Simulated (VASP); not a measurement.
Write the native input for VASP 6.6.1 that does the following.

| Quantity | Value |
| --- | --- |
| Task | single point |
| Functional | LDA |
| Potentials or basis | VASP PAW LDA potentials, release 64 (Ba_sv, Zn) |
| Cutoff | 520 eV |
| k mesh | 5 × 5 × 5 |
| Occupations | methfessel-paxton, width 0.05 eV |
| Spin | no spin polarisation |
| Dipole correction | no |
| Further INCAR settings | ALGO = Normal; EDIFF = 1e-06; NBANDS = 18 |

The structure of BaZn lies in POSCAR:

```
BaZn
1.0
    4.0785100000      0.0000000000      0.0000000000
    0.0000000000      4.0785100000      0.0000000000
    0.0000000000      0.0000000000      4.0785100000
Ba Zn
1 1
Direct
    0.0000000000      0.0000000000      0.0000000000
    0.5000000000      0.5000000000      0.5245187581
```

One way to write it, as run:

INCAR

```
ALGO     = Normal         # electronic algorithm
EDIFF    = 1E-6           # SCF threshold, eV
ENCUT    = 520            # plane-wave cutoff, eV
ISIF     = 2              # what is computed and relaxed
ISMEAR   = 1              # smearing method
LASPH    = T              # aspherical terms in the spheres
LCHARG   = F              # write CHGCAR
LREAL    = F              # projectors in reciprocal space
LWAVE    = F              # write WAVECAR
NBANDS   = 18             # bands
NELM     = 80             # most SCF steps
PREC     = Accurate       # precision mode
SIGMA    = 0.05           # smearing width, eV
```

KPOINTS

```
k-points
0
Gamma
  5 5 5
```

Potentials or basis: VASP PAW LDA potentials, release 64 (Ba_sv, Zn).

The run is started by

```sh
$ cat potpaw_LDA.64/Ba_sv/POTCAR potpaw_LDA.64/Zn/POTCAR > POTCAR
$ mpirun -np 1 vasp_std > vasp.out
```

It gave:

```
Pressure               : -2.0 GPa
Largest force          : 0.119 eV/Å
Band gap on the k mesh : zero (band 11 reaches 2.57 eV, above the bottom of band 12 at 1.02 eV)
```

Caveat: spin-orbit coupling is left out, which moves the levels of the heavy elements.

Run time: 28 s on 1 thread of AMD EPYC 7R43 64-Core Processor (Zen 3) (shared host), peak memory 0.12 GiB.
